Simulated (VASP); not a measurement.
# Ti3Al (Pm-3m) in VASP: a series of runs, part 2 of 2

VASP 6.6.1. Earlier steps stand in the parts before.

### 3 Single point, PBE, collinear spin

This run uses another cell than the first one, of 16.64 Å³/atom.

INCAR reads:

```
SYSTEM = Ti3Al
PREC = Accurate ; ENCUT = 520
EDIFF = 1E-6 ; ISMEAR = 0
SIGMA = 0.1 ; LREAL = .False.
LASPH = .True. ; NELM = 150
ALGO = Normal ; ISIF = 2
LWAVE = .False. ; LCHARG = .False.
ISPIN = 2 ; MAGMOM = 1 1 1 0
LORBIT = 11 ; LMAXMIX = 4
GGA = PE ; NBANDS = 32
```

KPOINTS reads:

```
Automatic mesh
0
Gamma
  4 4 4
  0 0 0
```

POSCAR reads:

```
Ti3Al
1.0
    4.0528045027      0.0000000000      0.0000000000
    0.0000000000      4.0528045027      0.0000000000
    0.0000000000      0.0000000000      4.0528045027
Ti Al
3 1
Direct
    0.0000000000      0.5000000000      0.5000000000
    0.5000000000      0.0000000000      0.5000000000
    0.5000000000      0.5000000000      0.0000000000
    0.0000000000      0.0000000000      0.0000000000
```

Potentials or basis: VASP PAW PBE potentials, release 64 (Ti_sv, Al).

Started as:

```sh
$ cat potpaw_PBE.64/Ti_sv/POTCAR potpaw_PBE.64/Al/POTCAR > POTCAR
$ mpirun -np 1 vasp_std > vasp.out
```

OUTCAR:

```text
SYSTEM = Ti3Al
   PREC = Accurate
   ENCUT = 520
   EDIFF = 1E-6
   ISMEAR = 0
   LREAL = .False.
   LASPH = .True.
   NELM = 150
   ISIF = 2
   ISPIN = 2
   LORBIT = 11
   GGA = PE

 ion  position               nearest neighbor table
   1  0.000  0.500  0.500-   2 2.87   3 2.87   4 2.87   3 2.87   4 2.87   2 2.87   4 2.87   4 2.87
                             2 2.87   3 2.87   3 2.87   2 2.87
   2  0.500  0.000  0.500-   1 2.87   3 2.87   4 2.87   3 2.87   4 2.87   1 2.87   3 2.87   3 2.87
                             1 2.87   4 2.87   4 2.87   1 2.87
   3  0.500  0.500  0.000-   1 2.87   2 2.87   4 2.87   1 2.87   2 2.87   2 2.87   4 2.87   2 2.87
                             1 2.87   4 2.87   1 2.87   4 2.87
   4  0.000  0.000  0.000-   1 2.87   2 2.87   3 2.87   1 2.87   2 2.87   1 2.87   3 2.87   1 2.87
                             2 2.87   3 2.87   2 2.87   3 2.87

  LATTYP: Found a simple cubic cell.
 ALAT       =     4.0528045027

  Lattice vectors:

 A1 = (   4.0528045027,   0.0000000000,   0.0000000000)
 A2 = (   0.0000000000,   4.0528045027,   0.0000000000)
 A3 = (   0.0000000000,   0.0000000000,   4.0528045027)

Analysis of symmetry for initial positions (statically):
=====================================================================
 Subroutine PRICEL returns:
 Original cell was already a primitive cell.

 Routine SETGRP: Setting up the symmetry group for a
 simple cubic supercell.

 Subroutine GETGRP returns: Found 48 space group operations
 (whereof 48 operations were pure point group operations)
 out of a pool of 48 trial point group operations.

The static configuration has the point symmetry O_h .

Analysis of symmetry for dynamics (positions and initial velocities):
=====================================================================
 Subroutine PRICEL returns:
 Original cell was already a primitive cell.

 Routine SETGRP: Setting up the symmetry group for a
 simple cubic supercell.

 Subroutine GETGRP returns: Found 48 space group operations
 (whereof 48 operations were pure point group operations)
 out of a pool of 48 trial point group operations.
[... 155 lines left out ...]
 cond. band min:       8.2658353591   @ k =   0.2500   0.2500   0.2500
 fundamental gap:      0.0034790116
 Fermi energy:         8.2623948461

 spin component 1

 k-point     1 :       0.0000    0.0000    0.0000
  band No.  band energies     occupation
      1     -48.3170      1.00000
      2     -48.1729      1.00000
      3     -48.1729      1.00000
      4     -24.7565      1.00000
      5     -24.7565      1.00000
      6     -24.7565      1.00000
[... 329 lines left out ...]
     30      12.0207      0.00000
     31      12.0207      0.00000
 Fermi energy:         8.2623948461

 spin component 2

 k-point     1 :       0.0000    0.0000    0.0000
  band No.  band energies     occupation
      1     -48.2741      1.00000
      2     -48.1302      1.00000
      3     -48.1302      1.00000
      4     -24.7129      1.00000
      5     -24.7129      1.00000
      6     -24.7129      1.00000
[... 329 lines left out ...]
     30      12.0745      0.00000
     31      12.0745      0.00000
 [bands above 31 left out]

------------------------ aborting loop because EDIFF is reached ----------------------------------------

  FORCE on cell =-STRESS in cart. coord.  units (eV):
  Direction    XX          YY          ZZ          XY          YZ          ZX
  --------------------------------------------------------------------------------------
  -------------------------------------------------------------------------------------
  Total       -0.1244990     -0.1244990     -0.1244990      0.0000000      0.0000000     -0.0000000
  in kB       -2.9964666     -2.9964666     -2.9964666      0.0000000      0.0000000     -0.0000000
  external PRESSURE =      -2.9964666 kB  Pullay stress =       0.0000000 kB

 VOLUME and BASIS-vectors are now :
 -----------------------------------------------------------------------------
  energy-cutoff  :      520.00
  volume of cell :       66.57
      direct lattice vectors                 reciprocal lattice vectors
     4.052804503  0.000000000  0.000000000     0.246742718  0.000000000  0.000000000
     0.000000000  4.052804503  0.000000000     0.000000000  0.246742718  0.000000000
     0.000000000  0.000000000  4.052804503     0.000000000  0.000000000  0.246742718

 POSITION                                       TOTAL-FORCE (eV/Angst)
 -----------------------------------------------------------------------------------
      0.00000      2.02640      2.02640         0.000000      0.000000      0.000000
      2.02640      0.00000      2.02640         0.000000      0.000000      0.000000
      2.02640      2.02640      0.00000         0.000000      0.000000      0.000000
      0.00000      0.00000      0.00000         0.000000      0.000000      0.000000
 -----------------------------------------------------------------------------------
    total drift:                                0.000000      0.000000     -0.000000

  FREE ENERGIE OF THE ION-ELECTRON SYSTEM (eV)
  ---------------------------------------------------
  free  energy   TOTEN  =       -28.2877639667 eV

  energy  without entropy=      -28.2504275001  energy(sigma->0) =      -28.26909573

 total charge

# of ion       s       p       d       tot
------------------------------------------
    1        2.232   6.109   1.940  10.281
    2        2.232   6.109   1.940  10.281
    3        2.232   6.109   1.940  10.281
    4        0.418   0.421   0.000   0.839
--------------------------------------------------
tot          7.115  18.748   5.819  31.683

 magnetization (x)

# of ion       s       p       d       tot
------------------------------------------
    1        0.001   0.003   0.045   0.049
    2        0.001   0.003   0.045   0.049
    3        0.001   0.003   0.045   0.049
    4       -0.001   0.001   0.000   0.000
--------------------------------------------------
tot          0.003   0.009   0.134   0.146
```

OSZICAR:

```text
N       E                     dE             d eps       ncg     rms          rms(c)
DAV:   1     0.479758229273E+03    0.47976E+03   -0.18783E+04  1304   0.143E+03
DAV:   2     0.246401783775E+02   -0.45512E+03   -0.44304E+03  1304   0.452E+02
DAV:   3    -0.258215854529E+02   -0.50462E+02   -0.49073E+02  2168   0.129E+02
[... 10 lines left out ...]
DAV:  14    -0.282877437208E+02   -0.26233E-05   -0.82775E-06  1528   0.161E-02    0.128E-02
DAV:  15    -0.282877502488E+02   -0.65281E-05   -0.55793E-06  1264   0.107E-02    0.106E-02
DAV:  16    -0.282877575800E+02   -0.73311E-05   -0.10017E-05  1248   0.137E-02    0.752E-03
DAV:  17    -0.282877616412E+02   -0.40613E-05   -0.84162E-06  1304   0.123E-02    0.427E-03
DAV:  18    -0.282877635209E+02   -0.18796E-05   -0.64132E-06  1200   0.108E-02    0.196E-03
DAV:  19    -0.282877639667E+02   -0.44580E-06   -0.28748E-06  1144   0.791E-03
   1 F= -.28287764E+02 E0= -.28269096E+02  d E =-.373365E-01  mag=     0.2018
```

stdout:

```text
POSCAR found type information on POSCAR TiAl
 POSCAR found :  2 types and       4 ions
 scaLAPACK will be used
 LDA part: xc-table for (Slater+PW92), standard interpolation
 POSCAR, INCAR and KPOINTS ok, starting setup
 FFT: planning ... GRIDC
 FFT: planning ... GRID_SOFT
 FFT: planning ... GRID
 WAVECAR not read
 entering main loop
```

It took 1.9 min on 1 thread of Intel Xeon 8259CL, shared host; peak memory 0.2 GiB.

Results:

```
Free energy                                           : -28.2878 eV
Pressure                                              : -0.3 GPa
Net moment                                            : 0.20 μB per cell
Site moments                                          : Ti +0.05; Al +0.00 μB
Valence electrons inside the program's atomic spheres : Ti 10.28; Al 0.84
```

Caveat: the k points lie up to 0.39 Å⁻¹ apart; a moment this small can come from the mesh or the smearing.

### 4 Single point, PBE

This run uses another cell than the first one, of 16.62 Å³/atom.

INCAR reads:

```
  PREC = Accurate
  ENCUT = 520
  EDIFF = 1E-6
  ISMEAR = 0
  SIGMA = 0.1
  LREAL = False
  LASPH = True
  NELM = 80
  ALGO = Fast
  ISIF = 2
  LWAVE = False
  LCHARG = False
  GGA = PE
  NBANDS = 28
```

KPOINTS reads:

```
regular mesh
0
Gamma
  12 12 12
```

POSCAR reads:

```
Ti3Al
1.0
    4.0510490281      0.0000000000      0.0000000000
    0.0000000000      4.0510490281      0.0000000000
    0.0000000000      0.0000000000      4.0510490281
Ti Al
3 1
Direct
    0.0000000000      0.5000000000      0.5000000000
    0.5000000000      0.0000000000      0.5000000000
    0.5000000000      0.5000000000      0.0000000000
    0.0000000000      0.0000000000      0.0000000000
```

Potentials or basis: VASP PAW PBE potentials, release 64 (Ti_sv, Al).

Started as:

```sh
$ cat potpaw_PBE.64/Ti_sv/POTCAR potpaw_PBE.64/Al/POTCAR > POTCAR
$ mpirun -np 1 vasp_std > vasp.out
```

OUTCAR:

```text
PREC = Accurate
   ENCUT = 520
   EDIFF = 1E-6
   ISMEAR = 0
   LREAL = False
   LASPH = True
   NELM = 80
   ISIF = 2
   GGA = PE

 ion  position               nearest neighbor table
   1  0.000  0.500  0.500-   2 2.86   3 2.86   4 2.86   3 2.86   4 2.86   2 2.86   4 2.86   4 2.86
                             2 2.86   3 2.86   3 2.86   2 2.86
   2  0.500  0.000  0.500-   1 2.86   3 2.86   4 2.86   3 2.86   4 2.86   1 2.86   3 2.86   3 2.86
                             1 2.86   4 2.86   4 2.86   1 2.86
   3  0.500  0.500  0.000-   1 2.86   2 2.86   4 2.86   1 2.86   2 2.86   2 2.86   4 2.86   2 2.86
                             1 2.86   4 2.86   1 2.86   4 2.86
   4  0.000  0.000  0.000-   1 2.86   2 2.86   3 2.86   1 2.86   2 2.86   1 2.86   3 2.86   1 2.86
                             2 2.86   3 2.86   2 2.86   3 2.86

  LATTYP: Found a simple cubic cell.
 ALAT       =     4.0510490281

  Lattice vectors:

 A1 = (   4.0510490281,   0.0000000000,   0.0000000000)
 A2 = (   0.0000000000,   4.0510490281,   0.0000000000)
 A3 = (   0.0000000000,   0.0000000000,   4.0510490281)

Analysis of symmetry for initial positions (statically):
=====================================================================
[... 180 lines left out ...]
 cond. band min:       8.3624966063   @ k =   0.1667   0.1667   0.1667
 fundamental gap:      0.0039401422
 Fermi energy:         8.3608231864

 k-point     1 :       0.0000    0.0000    0.0000
  band No.  band energies     occupation
      1     -48.2838      2.00000
      2     -48.1391      2.00000
      3     -48.1391      2.00000
      4     -24.7227      2.00000
      5     -24.7227      2.00000
      6     -24.7227      2.00000
[... 733 lines left out ...]
     27      10.6916      0.00000
     28      10.9667      0.00000

 [... further k-points ...]

------------------------ aborting loop because EDIFF is reached ----------------------------------------

  FORCE on cell =-STRESS in cart. coord.  units (eV):
  Direction    XX          YY          ZZ          XY          YZ          ZX
  --------------------------------------------------------------------------------------
  -------------------------------------------------------------------------------------
  Total       -0.0552354     -0.0552354     -0.0552354     -0.0000000      0.0000000      0.0000000
  in kB       -1.3311445     -1.3311445     -1.3311445     -0.0000000      0.0000000      0.0000000
  external PRESSURE =      -1.3311445 kB  Pullay stress =       0.0000000 kB

 VOLUME and BASIS-vectors are now :
 -----------------------------------------------------------------------------
  energy-cutoff  :      520.00
  volume of cell :       66.48
      direct lattice vectors                 reciprocal lattice vectors
     4.051049028  0.000000000  0.000000000     0.246849641  0.000000000  0.000000000
     0.000000000  4.051049028  0.000000000     0.000000000  0.246849641  0.000000000
     0.000000000  0.000000000  4.051049028     0.000000000  0.000000000  0.246849641

 POSITION                                       TOTAL-FORCE (eV/Angst)
 -----------------------------------------------------------------------------------
      0.00000      2.02552      2.02552         0.000000      0.000000      0.000000
      2.02552      0.00000      2.02552         0.000000      0.000000      0.000000
      2.02552      2.02552      0.00000         0.000000      0.000000      0.000000
      0.00000      0.00000      0.00000         0.000000      0.000000      0.000000
 -----------------------------------------------------------------------------------
    total drift:                                0.000000      0.000000     -0.000000

  FREE ENERGIE OF THE ION-ELECTRON SYSTEM (eV)
  ---------------------------------------------------
  free  energy   TOTEN  =       -28.3104341521 eV

  energy  without entropy=      -28.2905863439  energy(sigma->0) =      -28.30051025
```

stdout:

```text
POSCAR found type information on POSCAR TiAl
 POSCAR found :  2 types and       4 ions
 scaLAPACK will be used
 LDA part: xc-table for (Slater+PW92), standard interpolation
 POSCAR, INCAR and KPOINTS ok, starting setup
 FFT: planning ... GRIDC
 FFT: planning ... GRID_SOFT
 FFT: planning ... GRID
 WAVECAR not read
 entering main loop
WARNING in EDDRMM: call to ZHEGV failed, returncode =   8  4      6
WARNING in EDDRMM: call to ZHEGV failed, returncode =   8  4      6
WARNING in EDDRMM: call to ZHEGV failed, returncode =   6  3     26
WARNING in EDDRMM: call to ZHEGV failed, returncode =   8  4      5
WARNING in EDDRMM: call to ZHEGV failed, returncode =   8  4     26
WARNING in EDDRMM: call to ZHEGV failed, returncode =   6  3      9
WARNING in EDDRMM: call to ZHEGV failed, returncode =   8  4      9
WARNING in EDDRMM: call to ZHEGV failed, returncode =   6  3      4
WARNING in EDDRMM: call to ZHEGV failed, returncode =   6  3     23
```

Run time: 10 min. Hardware: 1 thread of Intel Xeon 8259CL, shared host; peak memory 0.26 GiB.

Results:

- Free energy: -28.3104 eV
- Pressure: -0.1 GPa
- Band gap on the k mesh: zero (an odd number of electrons rules out a gap without spin polarisation)

Levels at points of the mesh, in eV from the Fermi level:
```csv
k point,band 17,band 18,band 19,band 20,band 21,band 22
"(0.00, 0.00, 0.00)",-1.20,-1.20,-1.20,0.95,0.95,0.95
"(0.50, 0.00, 0.00)",-1.33,-0.62,-0.46,0.46,0.46,0.90
"(0.50, 0.50, 0.00)",-1.54,-0.32,-0.15,-0.15,0.62,0.62
"(0.50, 0.50, 0.50)",-1.27,-1.27,-1.27,0.72,0.72,0.72
```

### 5 Relaxation of cell and atoms, PBE

This run uses another cell than the first one, of 16.64 Å³/atom.

INCAR reads:

```
SYSTEM = Ti3Al
PREC = Accurate
ENCUT = 600
EDIFF = 1E-6
ISMEAR = 0
SIGMA = 0.1
LREAL = .FALSE.
LASPH = .TRUE.
NELM = 80
ALGO = Fast
ISIF = 3
LWAVE = .FALSE.
LCHARG = .FALSE.
GGA = PE
IBRION = 2
NSW = 100
EDIFFG = -0.01
```

KPOINTS reads:

```
regular mesh
0
G
  12 12 12
  0 0 0
```

POSCAR reads:

```
Ti3Al
1.0
    4.0528045027      0.0000000000      0.0000000000
    0.0000000000      4.0528045027      0.0000000000
    0.0000000000      0.0000000000      4.0528045027
Ti Al
3 1
Direct
    0.0000000000      0.5000000000      0.5000000000
    0.5000000000      0.0000000000      0.5000000000
    0.5000000000      0.5000000000      0.0000000000
    0.0000000000      0.0000000000      0.0000000000
```

Started as:

```sh
$ cat potpaw_PBE.64/Ti_sv/POTCAR potpaw_PBE.64/Al/POTCAR > POTCAR
$ mpirun -np 1 vasp_std > vasp.out
```

Run time: 10 min. Hardware: 1 thread of Intel Xeon 8259CL, shared host; peak memory 0.28 GiB.

Results (log left out):

| Item | Value |
| --- | --- |
| Free energy | -28.3102 eV |
| Relaxed volume | 16.60 Å³/atom |
| Relaxed cell | a = 4.049 Å, b = 4.049 Å, c = 4.049 Å, α = 90.00°, β = 90.00°, γ = 90.00° |
| Space group after relaxing (to 0.1 Å) | Pm-3m (No. 221) |
| Energy gained by relaxing | 0.0 meV/atom |
| Ionic steps | 2 |
| Pressure after relaxing | 0.0 GPa |
| Band gap on the k mesh | zero (an odd number of electrons rules out a gap without spin polarisation) |

Step by step:
```csv
step,energy change (eV),largest force (eV/Å),pressure (GPa),volume (Å³)
1,0.0000,0.0000,-0.18,66.57
2,-0.0002,0.0000,-0.02,66.39
```

Final structure:
```cif
data_structure
_symmetry_space_group_name_H-M 'P 1'
_symmetry_Int_Tables_number 1
_cell_length_a 4.0492
_cell_length_b 4.0492
_cell_length_c 4.0492
_cell_angle_alpha 90.000
_cell_angle_beta 90.000
_cell_angle_gamma 90.000
_cell_volume 66.39
loop_
_atom_site_label
_atom_site_type_symbol
_atom_site_fract_x
_atom_site_fract_y
_atom_site_fract_z
_atom_site_occupancy
Ti1 Ti 0.00000 0.50000 0.50000 1
Ti2 Ti 0.50000 0.00000 0.50000 1
Ti3 Ti 0.50000 0.50000 0.00000 1
Al1 Al 0.00000 0.00000 0.00000 1
```

Levels at points of the mesh, in eV from the Fermi level:
```
           k point  band 16  band 17  band 18  band 19  band 20  band 21  band 22  band 23
(0.00, 0.00, 0.00)    -1.82    -1.20    -1.20    -1.20     0.95     0.95     0.95     1.73
(0.50, 0.00, 0.00)    -1.33    -1.33    -0.62    -0.46     0.46     0.46     0.90     0.99
(0.50, 0.50, 0.00)    -1.57    -1.53    -0.32    -0.15    -0.15     0.62     0.62     1.43
(0.50, 0.50, 0.50)    -2.03    -1.27    -1.27    -1.27     0.72     0.72     0.72     0.89
```

### 6 Summary

```tsv
task	spin	cell	k mesh	cutoff (eV)	gap on the mesh (eV)	pressure (GPa)	relaxed volume (Å³/atom)
relaxation of cell and atoms	off	relaxed from a = 3.881 Å, 4 atoms	4 × 4 × 4	600	none	-0.1	16.62
single point	collinear	a = 4.053 Å, 4 atoms	4 × 4 × 4	520	none	-0.3	-
single point	off	a = 4.051 Å, 4 atoms	12 × 12 × 12	520	none	-0.1	-
relaxation of cell and atoms	off	relaxed from a = 4.053 Å, 4 atoms	12 × 12 × 12	600	none	0.0	16.60
```

Alike in all rows: level PBE; potentials or basis VASP PAW PBE potentials, release 64 (Ti_sv, Al); smearing gaussian 0.1 eV.

Caveats: some runs use coarse meshes; a moment this small can come from the mesh or the smearing (at least some runs).

Total energies depend on the potentials used, so only differences within one code and one set of settings carry meaning.

The gap in the log of VASP goes by the Fermi energy; the results here count the filled bands.